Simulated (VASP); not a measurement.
# SiNi (P1) in VASP: single point with PBEsol

Aim: the single point of SiNi with PBEsol.

All numbers are computed with VASP 6.6.1; they aren't measurements. Logs are shortened: lines on timing, memory, paths and dates and some standing lists are left out, and cuts for length are marked.

### 1 The cell of the first run

The typed cell holds 4 atoms: a = 3.027 Å, b = 3.273 Å, c = 4.698 Å, α = 90.00°, β = 90.00°, γ = 90.00°.

### 2 Single point, PBEsol (atoms moved at random)

Contents of INCAR:

```
ALGO = Normal
EDIFF = 1E-6
ENCUT = 520
GGA = PS
ISIF = 2
ISMEAR = 0
LASPH = True
LCHARG = False
LREAL = False
LWAVE = False
NBANDS = 22
NELM = 80
PREC = Accurate
SIGMA = 0.15
```

Contents of KPOINTS:

```
k-points
0
Gamma
  16 14 10
```

Contents of POSCAR:

```
SiNi
1.0
    3.0266200000      0.0000000000      0.0000000000
    0.0000000000      3.2735000000      0.0000000000
    0.0000000000      0.0000000000      4.6977600000
Si Ni
2 2
Direct
    0.4826615889      0.4856950877      0.7948428265
    0.0237687057      0.0617980467      0.2449511482
    0.4807601062      0.3544274606      0.2955578170
    0.0128095992      0.0980794051      0.6646482083
```

Potentials or basis: VASP PAW PBE potentials, release 64 (Si, Ni).

Command:

```console
$ cat potpaw_PBE.64/Si/POTCAR potpaw_PBE.64/Ni/POTCAR > POTCAR
$ mpirun -np 1 vasp_std > vasp.out
```

OUTCAR:

```text
EDIFF = 1E-6
   ENCUT = 520
   GGA = PS
   ISIF = 2
   ISMEAR = 0
   LASPH = True
   LREAL = False
   NELM = 80
   PREC = Accurate

 ion  position               nearest neighbor table
   1  0.483  0.486  0.795-   4 2.00   4 2.14   3 2.38   3 2.39   4 2.53   4 2.64   2 2.89   2 3.01

   2  0.024  0.062  0.245-   3 1.70   3 1.92   4 1.98   3 2.71   4 2.73   3 2.85   1 2.89   1 3.01

   3  0.481  0.354  0.296-   2 1.70   2 1.92   1 2.38   4 2.39   1 2.39   4 2.51   2 2.71   2 2.85

   4  0.013  0.098  0.665-   2 1.98   1 2.00   1 2.14   3 2.39   3 2.51   1 2.53   1 2.64   2 2.73

  LATTYP: Found a simple orthorhombic cell.
 ALAT       =     3.0266200000
 B/A-ratio  =     1.0815695396
 C/A-ratio  =     1.5521472798

  Lattice vectors:

 A1 = (   3.0266200000,   0.0000000000,   0.0000000000)
 A2 = (   0.0000000000,   3.2735000000,   0.0000000000)
 A3 = (   0.0000000000,   0.0000000000,   4.6977600000)

Analysis of symmetry for initial positions (statically):
=====================================================================
 Subroutine PRICEL returns:
 Original cell was already a primitive cell.

 Routine SETGRP: Setting up the symmetry group for a
 simple orthorhombic supercell.

 Subroutine GETGRP returns: Found  1 space group operations
 (whereof  1 operations were pure point group operations)
 out of a pool of  8 trial point group operations.

The static configuration has the point symmetry C_1 .

Analysis of symmetry for dynamics (positions and initial velocities):
=====================================================================
 Subroutine PRICEL returns:
 Original cell was already a primitive cell.

 Routine SETGRP: Setting up the symmetry group for a
 simple orthorhombic supercell.

 Subroutine GETGRP returns: Found  1 space group operations
 (whereof  1 operations were pure point group operations)
 out of a pool of  8 trial point group operations.

The dynamic configuration has the point symmetry C_1 .

 Subroutine INISYM returns: Found  1 space group operations
 (whereof  1 operations are pure point group operations),
 and found     1 'primitive' translations

----------------------------------------------------------------------------------------

                                     Primitive cell
[... 85 lines left out ...]
 SYSTEM =  unknown system
   PREC   = accura    normal or accurate (medium, high low for compatibility)
   ISTART =      0    job   : 0-new  1-cont  2-samecut
   ICHARG =      2    charge: 1-file 2-atom 10-const
   ISPIN  =      1    spin polarized calculation?
   LNONCOLLINEAR =      F non collinear calculations
   LSORBIT =      F    spin-orbit coupling
   LASPH  =      T    aspherical Exc in radial PAW
   ENCUT  =  520.0 eV  38.22 Ry    6.18 a.u.   5.63  6.09  8.73*2*pi/ulx,y,z
   NELM   =     80;   NELMIN=  2; NELMDL= -5     # of ELM steps
   EDIFF  = 0.1E-05   stopping-criterion for ELM
   LREAL  =      F    real-space projection
   EDIFFG = 0.1E-04   stopping-criterion for IOM
   NSW    =      0    number of steps for IOM
   IBRION =     -1    ionic relax: 0-MD 1-quasi-New 2-CG
   NFREE  =      0    steps in history (QN), initial steepest desc. (CG)
   ISIF   =      2    stress and relaxation
   ISYM   =      2    0-nonsym 1-usesym 2-fastsym
   POTIM  = 0.5000    time-step for ionic-motion
   TEBEG  =    0.0;   TEEND  =   0.0 temperature during run
   PSTRESS=    0.0 pullay stress
   NELECT =      28.0000    total number of electrons
   NUPDOWN=      -1.0000    fix difference up-down
   EMIN   =  10.00;   EMAX   =-10.00  energy-range for DOS
   EFERMI =   0.00;   METHOD = LEGACY
   ISMEAR =     0;   SIGMA  =   0.15  broadening in eV -4-tet -1-fermi 0-gaus
   EFERMI_NEDOS =   21; number of points for ismear=-14 and -15
   IALGO  =     38    algorithm
   IMIX   =      4    mixing-type and parameters
     AMIX     =   0.40;   BMIX     =  1.00
     AMIX_MAG =   1.60;   BMIX_MAG =  1.00
  volume/ion in A,a.u.               =      11.64        78.52
  Fermi-wavevector in a.u.,A,eV,Ry     =   1.381997  2.611596 25.985987  1.909916
  Thomas-Fermi vector in A             =   2.506729
   LORBIT       =      0    0 simple, 1 ext, 2 COOP (PROOUT), +10 PAW based schemes
   GGA     = PS    functional components
   LHFCALC =     F    Hartree Fock is set to
   AEXX    =    0.0000 exact exchange contribution
   IVDW    =     0    specifies the selected vdW correction
   LEPSILON=     F    determine dielectric tensor
   LRPA    =     F    only Hartree local field effects (RPA)
 non-spin polarized calculation
 Gauss-broadening in eV      SIGMA  =   0.15
  energy-cutoff  :      520.00
  volume of cell :       46.54
 maximum number of plane-waves:      1274
   NGX = 11   NGY = 13   NGZ = 17

 number of electron      28.0000009 magnetization

 Free energy of the ion-electron system (eV)
  ---------------------------------------------------
  ext. energy  EPLUGINS =         0.00000000
  ---------------------------------------------------
  free energy    TOTEN  =       -19.99573376 eV

  energy without entropy =      -19.98103596  energy(sigma->0) =      -19.98838486

 E-fermi :  10.9578     XC(G=0): -12.3974

 val. band max:       10.9549792414   @ k =  -0.2500   0.0714  -0.4000
 cond. band min:      10.9621788187   @ k =   0.3125   0.5000   0.1000
 fundamental gap:      0.0071995773
 Fermi energy:        10.9577722709

 k-point     1 :       0.0000    0.0000    0.0000
  band No.  band energies     occupation
      1      -2.3290      2.00000
      2       2.1521      2.00000
      3       4.5675      2.00000
      4       5.4395      2.00000
      5       6.4046      2.00000
      6       6.5325      2.00000
[... 589 lines left out ...]
     21      19.9988      0.00000
     22      21.0228      0.00000

 [... further k-points ...]
[... 5 lines left out ...]
  --------------------------------------------------------------------------------------
  -------------------------------------------------------------------------------------
  Total       27.1118496     11.6823658     10.7859160      8.4185228      6.0642534      1.7329027
  in kB      933.2729115    402.1428144    371.2842686    289.7913418    208.7501788     59.6518192
  external PRESSURE =     568.8999982 kB  Pullay stress =       0.0000000 kB

 VOLUME and BASIS-vectors are now :
 -----------------------------------------------------------------------------
  energy-cutoff  :      520.00
  volume of cell :       46.54
      direct lattice vectors                 reciprocal lattice vectors
     3.026620000  0.000000000  0.000000000     0.330401570  0.000000000  0.000000000
     0.000000000  3.273500000  0.000000000     0.000000000  0.305483428  0.000000000
     0.000000000  0.000000000  4.697760000     0.000000000  0.000000000  0.212867409

 POSITION                                       TOTAL-FORCE (eV/Angst)
 -----------------------------------------------------------------------------------
      1.46083      1.58992      3.73398         1.179455      3.212748      2.737055
      0.07194      0.20230      1.15072        -6.468424    -10.888902     -7.948620
      1.45508      1.16022      1.38846         6.860710     11.213169      2.610338
      0.03877      0.32106      3.12236        -1.571742     -3.537015      2.601227
 -----------------------------------------------------------------------------------
    total drift:                               -0.000182      0.000098      0.000279

  FREE ENERGIE OF THE ION-ELECTRON SYSTEM (eV)
  ---------------------------------------------------
  free  energy   TOTEN  =       -19.9957337645 eV

  energy  without entropy=      -19.9810359639  energy(sigma->0) =      -19.98838486
```

stdout:

```text
POSCAR found type information on POSCAR SiNi
 POSCAR found :  2 types and       4 ions
 scaLAPACK will be used
 -----------------------------------------------------------------------------
|                                                                             |
|                                                                             |
|     You enforced a specific xc type in the INCAR file but a different       |
|     I HOPE YOU KNOW WHAT YOU ARE DOING!                                     |
|                                                                             |
 -----------------------------------------------------------------------------

 LDA part: xc-table for (Slater+PW92), standard interpolation
 POSCAR, INCAR and KPOINTS ok, starting setup
 FFT: planning ... GRIDC
 FFT: planning ... GRID_SOFT
 FFT: planning ... GRID
 WAVECAR not read
 entering main loop
```

Run time: 17 min. Hardware: 1 thread of Intel Xeon 8259CL, shared host; peak memory 0.98 GiB.

Results:

```
Free energy            : -19.9957 eV
Pressure               : 56.9 GPa
Largest force          : 14.953 eV/Å
Band gap on the k mesh : zero (bands 14 and 15 overlap by 2.85 eV)
```

Forces in eV/Å, atoms in the order of the input:
```
Si    1.179   3.213   2.737
Si   -6.468 -10.889  -7.949
Ni    6.861  11.213   2.610
Ni   -1.572  -3.537   2.601
```

Stress tensor (GPa, compression positive):
```
93.33 28.98  5.97
28.98 40.21 20.88
 5.97 20.88 37.13
```

Caveat: the cell differs from its parent crystal (atoms moved at random); the cell stands under pressure; the PAW data sets were made with another functional, which shifts forces and pressure a little. Spin polarisation is off, so any magnetic state and its effect on volume and gap are missing.
